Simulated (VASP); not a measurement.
Set up this calculation in VASP 6.6.1, as the native input.

```
Task                   : single point
Functional             : PBEsol
Dispersion             : D3(BJ)
Potentials or basis    : VASP PAW PBE potentials, release 64 (Au_sv_GW)
Cutoff                 : 540 eV
k mesh                 : 6 × 6 × 4
Occupations            : gaussian, width 0.1 eV
Spin                   : no spin polarisation
Dipole correction      : no
Further INCAR settings : ALGO = Normal; EDIFF = 1e-06; NBANDS = 26
```

The structure of Au lies in POSCAR:

```
Au
1.0
    1.4113099650     -2.5559330250      0.0000000000
    1.4113099650      2.5559330250      0.0000000000
    0.0000000000      0.0000000000      4.8931696100
Au
2
Direct
    0.6653279700      0.3346720300      0.2500000000
    0.3346720300      0.6653279700      0.7500000000
```

One way to write it, as run:

INCAR

```
PREC = Accurate
ENCUT = 540
EDIFF = 1E-6
ISMEAR = 0
SIGMA = 0.1
LREAL = F
LASPH = T
NELM = 120
ALGO = Normal
ISIF = 2
LWAVE = F
LCHARG = T
GGA = PS
IVDW = 12
LELF = T
LVHAR = T
NBANDS = 26
GGA_COMPAT = F
```

KPOINTS

```
regular mesh
0
Gamma
  6 6 4
```

Potentials or basis: VASP PAW PBE potentials, release 64 (Au_sv_GW).

The run is started by

```bash
$ cat potpaw_PBE.64/Au_sv_GW/POTCAR > POTCAR
$ mpirun -np 1 vasp_std > vasp.out
```

Results of the run:

The pressure is -11.3 GPa, the largest force is 0.026 eV/Å and the band gap on the k mesh is zero (bands 19 and 20 overlap by 6.50 eV). The dispersion energy per atom is -0.609 eV.

Caveat: the k points lie up to 0.42 Å⁻¹ apart, too coarse for converged energies and pressures of a metal; three body term missing; the PAW data sets were made with another functional, which shifts forces and pressure a little; spin-orbit coupling is left out, which moves the levels of the heavy elements.

It took 39 s on 1 thread of Intel(R) Xeon(R) Platinum 8375C CPU @ 2.90GHz (Ice Lake) (shared host), peak memory 0.18 GiB.
